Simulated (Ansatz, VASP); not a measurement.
# Ba in VASP and in Ansatz

INCAR

```
SYSTEM = Ba
PREC = Accurate ; ENCUT = 520
EDIFF = 1E-7 ; ISMEAR = 1
SIGMA = 0.05 ; LREAL = .False.
LASPH = .True. ; NELM = 60
ALGO = Normal ; ISIF = 2
LWAVE = .False. ; LCHARG = .True.
GGA = PS ; LELF = .True.
LVHAR = .True. ; NBANDS = 17
```

File KPOINTS:

```
regular mesh
0
Gamma
  7 7 4
  0 0 0
```

Contents of POSCAR:

```
Ba
1.0
    3.5917740000     -2.5169040000      0.0000000000
    3.5917740000      2.5169040000      0.0000000000
    0.0000000000      0.0000000000      7.1900450000
Ba
2
Direct
    0.7467740000      0.2532260000      0.2500000000
    0.2532260000      0.7467740000      0.7500000000
```

Input for Ansatz:

```yaml
crystal:
  lattice:
    - [3.591774, -2.516904, 0.0]
    - [3.591774, 2.516904, 0.0]
    - [0.0, 0.0, 7.190045]
  atoms:
    - { symbol: Ba, position: [0.746774, 0.253226, 0.25] }
    - { symbol: Ba, position: [0.253226, 0.746774, 0.7500000000000001] }
kpoints:
  mp_grid:
    grid: [7, 7, 4]
hamiltonian:
  xc: pbesol
  pseudopotentials:
    kind: paw
scf:
  occupations:
    method: cold
    width: 0.05
output:
  forces: true
  stress: true
  eigenvalues: true
```

Alike in both runs: task single point; functional PBEsol; k mesh 7 × 7 × 4; no spin polarisation.

|  | VASP | Ansatz |
| --- | --- | --- |
| version | VASP 6.6.1 | Ansatz 0.2.0 |
| potentials or method | VASP PAW PBE potentials, release 64 (Ba_sv) | plane waves, PAW |
| plane-wave cutoff (eV) | 520 | 420 |
| occupations | methfessel-paxton of order 1, width 0.05 eV | cold, width 0.05 eV |
| valence electrons in the cell | 20 | 20 |

|  | VASP | Ansatz | Ansatz less VASP |
| --- | --- | --- | --- |
| gap on the k mesh at the Fermi level (eV) | none | none | - |
| pressure (GPa) | -0.8 | -0.8 | -0.04 |
| traceless stress, the component that is largest in VASP (GPa) | -0.10 | -0.10 | +0.003 |
| rms of the force components (eV/Å) | 0.013 | 0.013 | 0.0000 |

VASP's potentials were made for PBE, not for PBEsol. Atom by atom the forces differ by 0.000 eV/Å (rms over components). A gap of «none» marks a metal or a gap that the smearing closes.

Neither program's run includes spin-orbit coupling.
